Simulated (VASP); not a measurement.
# Ag (I4/mmm) in VASP: further runs

Ag is run at these levels: PBEsol; tasks: single point.

Program: VASP 6.6.1. These are calculated values, not measurements. Logs are shortened: lines on timing, memory, paths and dates and some standing lists are left out, and cuts for length are marked.

## 1. The cell of the first run

It takes space group I4/mmm (No. 139, tetragonal). The conventional cell has a = 2.976 Å, b = 2.976 Å, c = 4.086 Å, α = 90.00°, β = 90.00°, γ = 90.00°. Ag (site symmetry 4/mmm) has 12 Ag at 2.93 to 2.98 Å within 3.9 Å.

## 2. Single point, PBEsol (strain +0.030 along x and y, +0.000 along z)

INCAR

```
  PREC = Accurate
  ENCUT = 520
  EDIFF = 1E-7
  ISMEAR = 0
  SIGMA = 0.15
  LREAL = F
  LASPH = T
  NELM = 100
  ALGO = Normal
  ISIF = 2
  LWAVE = F
  LCHARG = T
  GGA = PS
  LELF = T
  LVHAR = T
  NBANDS = 12
```

KPOINTS

```
Automatic mesh
0
Gamma
  20 20 20
```

POSCAR

```
Ag
1.0
    0.0000000000      2.1043930000      2.0431000000
    2.1043930000      0.0000000000      2.0431000000
    2.1043930000      2.1043930000      0.0000000000
Ag
1
Direct
    0.0000000000      0.0000000000      0.0000000000
```

Potentials or basis: VASP PAW PBE potentials, release 64 (Ag).

Command:

```bash
$ cat potpaw_PBE.64/Ag/POTCAR > POTCAR
$ mpirun -np 1 vasp_std > vasp.out
```

OUTCAR:

```text
PREC = Accurate
   ENCUT = 520
   EDIFF = 1E-7
   ISMEAR = 0
   LREAL = F
   LASPH = T
   NELM = 100
   ISIF = 2
   GGA = PS

 ion  position               nearest neighbor table
   1  0.000  0.000  0.000-

  LATTYP: Found a body centered tetragonal cell.
 ALAT       =     2.9760611212
 C/A-ratio  =     1.3730228761

  Lattice vectors:

 A1 = (   0.0000000000,  -2.1043930000,  -2.0431000000)
 A2 = (   0.0000000000,   2.1043930000,  -2.0431000000)
 A3 = (   2.1043930000,   0.0000000000,   2.0431000000)

Analysis of symmetry for initial positions (statically):
=====================================================================
 Subroutine PRICEL returns:
 Original cell was already a primitive cell.

 Routine SETGRP: Setting up the symmetry group for a
 body centered tetragonal supercell.

 Subroutine GETGRP returns: Found 16 space group operations
 (whereof 16 operations were pure point group operations)
 out of a pool of 16 trial point group operations.

The static configuration has the point symmetry D_4h.

Analysis of symmetry for dynamics (positions and initial velocities):
=====================================================================
 Subroutine PRICEL returns:
 Original cell was already a primitive cell.

 Routine SETGRP: Setting up the symmetry group for a
 body centered tetragonal supercell.

 Subroutine GETGRP returns: Found 16 space group operations
 (whereof 16 operations were pure point group operations)
 out of a pool of 16 trial point group operations.

The dynamic configuration has the point symmetry D_4h.

 Subroutine INISYM returns: Found 16 space group operations
 (whereof 16 operations are pure point group operations),
 and found     1 'primitive' translations

----------------------------------------------------------------------------------------

                                     Primitive cell

  volume of cell :      18.0956

  direct lattice vectors                    reciprocal lattice vectors
     0.000000000  2.104393000  2.043100000    -0.237598205  0.237598205  0.244726151
     2.104393000  0.000000000  2.043100000     0.237598205 -0.237598205  0.244726151
     2.104393000  2.104393000  0.000000000     0.237598205  0.237598205 -0.244726151

  length of vectors
     2.933040659  2.933040659  2.976061121     0.415688229  0.415688229  0.415688229

  position of ions in fractional coordinates (direct lattice)
     0.000000000  0.000000000  0.000000000

[... 77 lines left out ...]
   EDIFFG = 0.1E-05   stopping-criterion for IOM
   NSW    =      0    number of steps for IOM
   IBRION =     -1    ionic relax: 0-MD 1-quasi-New 2-CG
   NFREE  =      0    steps in history (QN), initial steepest desc. (CG)
   ISIF   =      2    stress and relaxation
   ISYM   =      2    0-nonsym 1-usesym 2-fastsym
   POTIM  = 0.5000    time-step for ionic-motion
   TEBEG  =    0.0;   TEEND  =   0.0 temperature during run
   PSTRESS=    0.0 pullay stress
   NELECT =      11.0000    total number of electrons
   NUPDOWN=      -1.0000    fix difference up-down
   EMIN   =  10.00;   EMAX   =-10.00  energy-range for DOS
   EFERMI =   0.00;   METHOD = LEGACY
   ISMEAR =     0;   SIGMA  =   0.15  broadening in eV -4-tet -1-fermi 0-gaus
   EFERMI_NEDOS =   21; number of points for ismear=-14 and -15
   IALGO  =     38    algorithm
   IMIX   =      4    mixing-type and parameters
     AMIX     =   0.40;   BMIX     =  1.00
     AMIX_MAG =   1.60;   BMIX_MAG =  1.00
  volume/ion in A,a.u.               =      18.10       122.12
  Fermi-wavevector in a.u.,A,eV,Ry     =   1.386803  2.620677 26.167013  1.923221
  Thomas-Fermi vector in A             =   2.511084
   LORBIT       =      0    0 simple, 1 ext, 2 COOP (PROOUT), +10 PAW based schemes
   GGA     = PS    functional components
   LHFCALC =     F    Hartree Fock is set to
   AEXX    =    0.0000 exact exchange contribution
   IVDW    =     0    specifies the selected vdW correction
   LEPSILON=     F    determine dielectric tensor
   LRPA    =     F    only Hartree local field effects (RPA)
 non-spin polarized calculation
 Gauss-broadening in eV      SIGMA  =   0.15
  energy-cutoff  :      520.00
  volume of cell :       18.10
 maximum number of plane-waves:       517
 NGX is ok and might be reduce to    24
   NGX = 11   NGY = 11   NGZ = 11

 number of electron      11.0000000 magnetization

 Free energy of the ion-electron system (eV)
  ---------------------------------------------------
  ext. energy  EPLUGINS =         0.00000000
  ---------------------------------------------------
  free energy    TOTEN  =        -3.27273740 eV

  energy without entropy =       -3.27046771  energy(sigma->0) =       -3.27160255

 E-fermi :   7.4157     XC(G=0): -12.0604

 val. band max:        7.4095670790   @ k =   0.5000   0.1000   0.3000
 cond. band min:       7.4294875267   @ k =   0.4500  -0.0000   0.3500
 fundamental gap:      0.0199204477
 Fermi energy:         7.4157260206

 k-point     1 :       0.0000    0.0000    0.0000
  band No.  band energies     occupation
      1       0.0321      2.00000
      2       2.8164      2.00000
      3       2.8164      2.00000
      4       2.9818      2.00000
      5       3.7227      2.00000
      6       3.8942      2.00000
      7      23.2891      0.00000
      8      26.3933      0.00000
      9      26.3933      0.00000
     10      26.7152      0.00000
     11      31.1767      0.00000
     12      31.7414      0.00000
[... 331 lines left out ...]
 k-point    24 :      -0.3500    0.0500    0.0000
  band No.  band energies     occupation
      1       1.5300      2.00000
      2       2.8832      2.00000
      3       2.9986      2.00000
      4       4.1072      2.00000
      5       4.2292      2.00000
      6       5.1788      2.00000
      7      13.9193      0.00000
      8      22.8863      0.00000
      9      24.4237      0.00000
     10      25.5090      0.00000
     11      29.0340      0.00000
     12      29.6676      0.00000

 [... further k-points ...]
[... 5 lines left out ...]
  --------------------------------------------------------------------------------------
  -------------------------------------------------------------------------------------
  Total       -0.9233791     -0.9233791     -0.8273371      0.0000000      0.0000000      0.0000000
  in kB      -81.7555644    -81.7555644    -73.2520496      0.0000000      0.0000000      0.0000000
  external PRESSURE =     -78.9210595 kB  Pullay stress =       0.0000000 kB

 VOLUME and BASIS-vectors are now :
 -----------------------------------------------------------------------------
  energy-cutoff  :      520.00
  volume of cell :       18.10
      direct lattice vectors                 reciprocal lattice vectors
     0.000000000  2.104393000  2.043100000    -0.237598205  0.237598205  0.244726151
     2.104393000  0.000000000  2.043100000     0.237598205 -0.237598205  0.244726151
     2.104393000  2.104393000  0.000000000     0.237598205  0.237598205 -0.244726151

 POSITION                                       TOTAL-FORCE (eV/Angst)
 -----------------------------------------------------------------------------------
      0.00000      0.00000      0.00000         0.000000     -0.000000      0.000000
 -----------------------------------------------------------------------------------
    total drift:                               -0.000000      0.000000     -0.000000

  FREE ENERGIE OF THE ION-ELECTRON SYSTEM (eV)
  ---------------------------------------------------
  free  energy   TOTEN  =        -3.2727373960 eV

  energy  without entropy=       -3.2704677117  energy(sigma->0) =       -3.27160255
```

OSZICAR:

```text
N       E                     dE             d eps       ncg     rms          rms(c)
DAV:   1     0.510630228197E+02    0.51063E+02   -0.54318E+03 15520   0.819E+02
DAV:   2    -0.278855720953E+01   -0.53852E+02   -0.50847E+02 17836   0.191E+02
DAV:   3    -0.359842764604E+01   -0.80987E+00   -0.80940E+00 18104   0.249E+01
DAV:   4    -0.360090672853E+01   -0.24791E-02   -0.24790E-02 17768   0.144E+00
DAV:   5    -0.360092696328E+01   -0.20235E-04   -0.20235E-04 18224   0.118E-01    0.480E+00
DAV:   6    -0.328337638115E+01    0.31755E+00   -0.13698E+00 16548   0.102E+01    0.294E+00
DAV:   7    -0.327610173172E+01    0.72746E-02   -0.68526E-03 17844   0.807E-01    0.171E+00
DAV:   8    -0.327272711745E+01    0.33746E-02   -0.67855E-04 17772   0.184E-01    0.721E-02
DAV:   9    -0.327273556119E+01   -0.84437E-05   -0.10446E-05 17908   0.231E-02    0.180E-02
DAV:  10    -0.327273749570E+01   -0.19345E-05   -0.22185E-06 18052   0.130E-02    0.217E-03
DAV:  11    -0.327273739598E+01    0.99721E-07   -0.53034E-08 11452   0.190E-03
   1 F= -.32727374E+01 E0= -.32716026E+01  d E =-.226968E-02
```

Run time: 32 s. Hardware: 1 thread of Intel Xeon 6975P-C (Granite Rapids), shared host; peak memory 0.25 GiB.

Results:

- Free energy: -3.2727 eV
- Pressure: -7.9 GPa

Stress tensor (GPa, compression positive):
```
-8.18  0.00  0.00
 0.00 -8.18  0.00
 0.00  0.00 -7.33
```

Levels at points of the mesh, in eV from the Fermi level:
```
           k point  band 3  band 4  band 5  band 6  band 7  band 8  band 9  band 10
(0.00, 0.00, 0.00)   -4.60   -4.43   -3.69   -3.52   15.87   18.98   18.98    19.30
(0.50, 0.00, 0.00)   -4.48   -2.92   -2.85   -0.28    3.29   15.03   16.88    17.63
(0.50, 0.50, 0.00)   -2.91   -2.69   -2.69    1.95    6.75    9.98    9.98    16.13
(0.50, 0.00, 0.50)   -2.91   -2.76   -2.64    1.46    6.05   10.49   10.51    16.65
```

Caveat: the cell differs from its parent crystal (strain +0.030 along x and y, +0.000 along z); the PAW data sets were made with another functional, which shifts forces and pressure a little.

## 3. Single point, PBEsol (strain +0.015 along x and y, +0.030 along z)

INCAR

```
ALGO = Normal ; EDIFF = 1E-7
ENCUT = 520 ; GGA = PS
ISIF = 2 ; ISMEAR = 0
LASPH = True ; LCHARG = False
LREAL = False ; LWAVE = False
NBANDS = 12 ; NELM = 100
PREC = Accurate ; SIGMA = 0.15
```

KPOINTS

```
k-points
0
Gamma
  20 20 20
```

POSCAR

```
Ag
1.0
    0.0000000000      2.0737465000      2.1043930000
    2.0737465000      0.0000000000      2.1043930000
    2.0737465000      2.0737465000      0.0000000000
Ag
1
Direct
    0.0000000000      0.0000000000      0.0000000000
```

Potentials or basis: VASP PAW PBE potentials, release 64 (Ag).

Command:

```bash
$ cat potpaw_PBE.64/Ag/POTCAR > POTCAR
$ mpirun -np 1 vasp_std > vasp.out
```

OUTCAR:

```text
EDIFF = 1E-7
   ENCUT = 520
   GGA = PS
   ISIF = 2
   ISMEAR = 0
   LASPH = True
   LREAL = False
   NELM = 100
   PREC = Accurate

 ion  position               nearest neighbor table
   1  0.000  0.000  0.000-

  LATTYP: Found a body centered tetragonal cell.
 ALAT       =     2.9327204252
 C/A-ratio  =     1.4351132702

  Lattice vectors:

 A1 = (  -2.0737465000,   0.0000000000,   2.1043930000)
 A2 = (   2.0737465000,   0.0000000000,   2.1043930000)
 A3 = (   0.0000000000,   2.0737465000,  -2.1043930000)

Analysis of symmetry for initial positions (statically):
=====================================================================
 Subroutine PRICEL returns:
 Original cell was already a primitive cell.

 Routine SETGRP: Setting up the symmetry group for a
 body centered tetragonal supercell.

 Subroutine GETGRP returns: Found 16 space group operations
 (whereof 16 operations were pure point group operations)
 out of a pool of 16 trial point group operations.

The static configuration has the point symmetry D_4h.

Analysis of symmetry for dynamics (positions and initial velocities):
[... 159 lines left out ...]

 val. band max:        7.3936274941   @ k =  -0.1500   0.3500   0.2000
 cond. band min:       7.4269282711   @ k =   0.4500   0.3500   0.0000
 fundamental gap:      0.0333007770
 Fermi energy:         7.4098339623

 k-point     1 :       0.0000    0.0000    0.0000
  band No.  band energies     occupation
      1       0.0307      2.00000
      2       2.8110      2.00000
      3       2.8965      2.00000
      4       2.8965      2.00000
      5       3.7641      2.00000
      6       3.8521      2.00000
      7      23.2761      0.00000
      8      26.3899      0.00000
      9      26.5456      0.00000
     10      26.5456      0.00000
     11      31.1722      0.00000
     12      31.8845      0.00000
[... 331 lines left out ...]
 k-point    24 :      -0.3500    0.0500    0.0000
  band No.  band energies     occupation
      1       1.5273      2.00000
      2       2.8824      2.00000
      3       2.9957      2.00000
      4       4.1199      2.00000
      5       4.2060      2.00000
      6       5.2281      2.00000
      7      13.8425      0.00000
      8      22.6055      0.00000
      9      24.3575      0.00000
     10      25.9818      0.00000
     11      29.4695      0.00000
     12      29.6267      0.00000

 [... further k-points ...]
[... 5 lines left out ...]
  --------------------------------------------------------------------------------------
  -------------------------------------------------------------------------------------
  Total       -0.8766686     -0.8766686     -0.9314627      0.0000000      0.0000000     -0.0000000
  in kB      -77.6028839    -77.6028839    -82.4532712      0.0000000      0.0000000     -0.0000000
  external PRESSURE =     -79.2196796 kB  Pullay stress =       0.0000000 kB

 VOLUME and BASIS-vectors are now :
 -----------------------------------------------------------------------------
  energy-cutoff  :      520.00
  volume of cell :       18.10
      direct lattice vectors                 reciprocal lattice vectors
     0.000000000  2.073746500  2.104393000    -0.241109509  0.241109509  0.237598205
     2.073746500  0.000000000  2.104393000     0.241109509 -0.241109509  0.237598205
     2.073746500  2.073746500  0.000000000     0.241109509  0.241109509 -0.237598205

 POSITION                                       TOTAL-FORCE (eV/Angst)
 -----------------------------------------------------------------------------------
      0.00000      0.00000      0.00000        -0.000000      0.000000      0.000000
 -----------------------------------------------------------------------------------
    total drift:                               -0.000000      0.000000     -0.000000

  FREE ENERGIE OF THE ION-ELECTRON SYSTEM (eV)
  ---------------------------------------------------
  free  energy   TOTEN  =        -3.2732291036 eV

  energy  without entropy=       -3.2708778432  energy(sigma->0) =       -3.27205347
```

OSZICAR:

```text
N       E                     dE             d eps       ncg     rms          rms(c)
DAV:   1     0.509095667172E+02    0.50910E+02   -0.54300E+03 15520   0.821E+02
DAV:   2    -0.278205653481E+01   -0.53692E+02   -0.50591E+02 17788   0.190E+02
DAV:   3    -0.359885568629E+01   -0.81680E+00   -0.81629E+00 18216   0.250E+01
DAV:   4    -0.360135459491E+01   -0.24989E-02   -0.24988E-02 17752   0.144E+00
DAV:   5    -0.360137494618E+01   -0.20351E-04   -0.20351E-04 18156   0.117E-01    0.480E+00
DAV:   6    -0.328384468820E+01    0.31753E+00   -0.13694E+00 16672   0.102E+01    0.294E+00
DAV:   7    -0.327658988737E+01    0.72548E-02   -0.70068E-03 17808   0.810E-01    0.170E+00
DAV:   8    -0.327321885680E+01    0.33710E-02   -0.67624E-04 17896   0.184E-01    0.726E-02
DAV:   9    -0.327322728211E+01   -0.84253E-05   -0.10229E-05 17860   0.227E-02    0.182E-02
DAV:  10    -0.327322920338E+01   -0.19213E-05   -0.21977E-06 18064   0.130E-02    0.219E-03
DAV:  11    -0.327322910362E+01    0.99751E-07   -0.52622E-08 11604   0.189E-03
   1 F= -.32732291E+01 E0= -.32720535E+01  d E =-.235126E-02
```

stdout:

```text
POSCAR found type information on POSCAR Ag
 POSCAR found :  1 types and       1 ions
 scaLAPACK will be used
 -----------------------------------------------------------------------------
|                                                                             |
|                                                                             |
|     You enforced a specific xc type in the INCAR file but a different       |
|     I HOPE YOU KNOW WHAT YOU ARE DOING!                                     |
|                                                                             |
 -----------------------------------------------------------------------------

 LDA part: xc-table for (Slater+PW92), standard interpolation
 POSCAR, INCAR and KPOINTS ok, starting setup
 FFT: planning ... GRIDC
 FFT: planning ... GRID_SOFT
 FFT: planning ... GRID
 WAVECAR not read
 entering main loop
```

It took 32 s on 1 thread of Intel Xeon 6975P-C (Granite Rapids), shared host; peak memory 0.26 GiB.

Results:

```yaml
Free_energy: -3.2732 eV
Pressure: -7.9 GPa
```

Caveat: the cell differs from its parent crystal (strain +0.015 along x and y, +0.030 along z); the PAW data sets were made with another functional, which shifts forces and pressure a little.
